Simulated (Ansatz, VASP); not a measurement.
**Two plane-wave programs on C**

```
CELL_PARAMETERS angstrom
1.21596 -2.14796 0.00912
1.22325 2.15217 -0.04137
-0.09419 -0.08515 7.14765
ATOMIC_POSITIONS crystal
C 0.10349 0.94562 0.74880
C 0.59081 0.41384 0.23941
C 0.92426 0.08600 0.24211
C 0.42852 0.58933 0.74862
```

Change from the starting cell: ecut displaced: 600 eV.

Alike in both runs: task single point; functional r2SCAN; k mesh 14 × 14 × 4; occupations gaussian, width 0.1 eV; no spin polarisation.

|  | VASP | Ansatz |
| --- | --- | --- |
| version | VASP 6.6.1 | Ansatz 0.2.0 |
| potentials or method | VASP PAW PBE potentials, release 64 (C), cutoff 520 eV | scalar-relativistic, plane waves, PAW |
| valence electrons in the cell | 16 | 16 |

Ansatz gave:

| Quantity | Value |
| --- | --- |
| gap on the k mesh at the Fermi level (eV) | 0.51 |
| least direct gap on the mesh (eV) | 0.51 |
| pressure (GPa) | -1.0 |
| traceless stress, the component that is largest in VASP (GPa) | -9.14 |
| rms of the force components (eV/Å) | 1.257 |

Question: What did VASP give for the same quantities?

Answer: gap on the k mesh at the Fermi level (eV): 0.51; least direct gap on the mesh (eV): 0.51; pressure (GPa): -0.3; traceless stress, the component that is largest in VASP (GPa): -8.82; rms of the force components (eV/Å): 1.261.

VASP's potentials were made for PBE, not for r2SCAN. Atom by atom the forces differ by 0.006 eV/Å (rms over components). With one functional, cell and mesh, what is left measures potentials, basis and numerics.
